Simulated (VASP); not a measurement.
Input of a VASP 6.6.1 run:

File INCAR:

```
SYSTEM = BN
  ALGO = Normal
  EDIFF = 1E-6
  ENCUT = 520
  GGA = PE
  ISIF = 2
  ISMEAR = 0
  IVDW = 12
  LASPH = .TRUE.
  LCHARG = .FALSE.
  LREAL = .FALSE.
  LWAVE = .FALSE.
  NBANDS = 21
  NELM = 60
  PREC = Accurate
  SIGMA = 0.05
```

The input KPOINTS:

```
k-points
0
G
  10 10 3
  0 0 0
```

Contents of POSCAR:

```
BN
1.0
   -1.2530569071     -2.1703582278      0.0000000000
    1.2530569071     -2.1703582278      0.0000000000
    0.0000000000      0.0000000000     11.8846513545
B N
3 3
Direct
    1.0000000000      1.0000000000      0.4159805746
    0.3333333333      0.3333333333      0.6932191478
    0.6666666667      0.6666666667      0.1387420014
    1.0000000000      1.0000000000      0.6929734411
    0.3333333333      0.3333333333      0.1384962946
    0.6666666667      0.6666666667      0.4157348678
```

Potentials or basis: VASP PAW PBE potentials, release 64 (B, N).

Command:

```sh
$ cat potpaw_PBE.64/B/POTCAR potpaw_PBE.64/N/POTCAR > POTCAR
$ mpirun -np 1 vasp_std > vasp.out
```

Problem. What does it give for the dispersion energy per atom?

Solution. -0.124 eV.

Problem. Predict the band gap on the k mesh.

Solution. 4.39 eV, indirect (least direct gap 4.74 eV).

Problem. Estimate the pressure.

Solution. 0.2 GPa.

Stress tensor (GPa, compression positive):
```
 0.43  0.00  0.00
 0.00  0.43  0.00
 0.00  0.00 -0.35
```

A k mesh can miss the band edges. PBE gaps usually lie below the measured ones, often by a third to a half.
